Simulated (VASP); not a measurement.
Wanted: the native input for a VASP 6.6.1 run.

| Quantity | Value |
| --- | --- |
| Task | single point |
| Functional | PBE |
| Potentials or basis | VASP PAW PBE potentials, release 64 (Pt, S) |
| Cutoff | 500 eV |
| k mesh | 1 × 1 × 1, shifted |
| Occupations | gaussian, width 0.01 eV |
| Spin | no spin polarisation |
| Dipole correction | no |
| Further INCAR settings | ALGO = Normal; EDIFF = 1e-06; NBANDS = 18 |

The structure of PtS2 lies in POSCAR:

```
PtS2
1.0
    3.5913822400      0.0000000000      0.0000000000
   -1.7956911200      3.1101984000      0.0000000000
    0.0000000000      0.0000000000      5.1131543800
Pt S
1 2
Direct
    0.0000000000      0.0000000000      0.0000000000
    0.3450000000      0.6670000000      0.2300000000
    0.6670000000      0.3250000000      0.7800000000
```

These files were run (other wordings do the same):

INCAR

```
SYSTEM = PtS2
ALGO = Normal
EDIFF = 1E-6
ENCUT = 500
GGA = PE
GGA_COMPAT = .False.
ISIF = 2
ISMEAR = 0
LASPH = .True.
LCHARG = .False.
LREAL = .False.
LWAVE = .False.
NBANDS = 18
NELM = 120
PREC = Accurate
SIGMA = 0.01
```

KPOINTS

```
Automatic mesh
0
Gamma
  1 1 1
  0.5 0.5 0.5
```

Potentials or basis: VASP PAW PBE potentials, release 64 (Pt, S).

Command:

```bash
$ cat potpaw_PBE.64/Pt/POTCAR potpaw_PBE.64/S/POTCAR > POTCAR
$ mpirun -np 1 vasp_std > vasp.out
```

It gave:

```
Pressure               : -0.3 GPa
Largest force          : 1.691 eV/Å
Band gap on the k mesh : 3.32 eV, indirect (least direct gap 3.39 eV)
```

Caveat: the k points lie up to 2.02 Å⁻¹ apart; spin-orbit coupling is left out, which moves the levels of the heavy elements; forces of over 1 eV/Å act on the atoms, so gaps and moduli don't describe the material at rest.

It took 5.3 s on 1 thread of Intel(R) Xeon(R) 6975P-C (Granite Rapids) (shared host), peak memory 0.17 GiB.
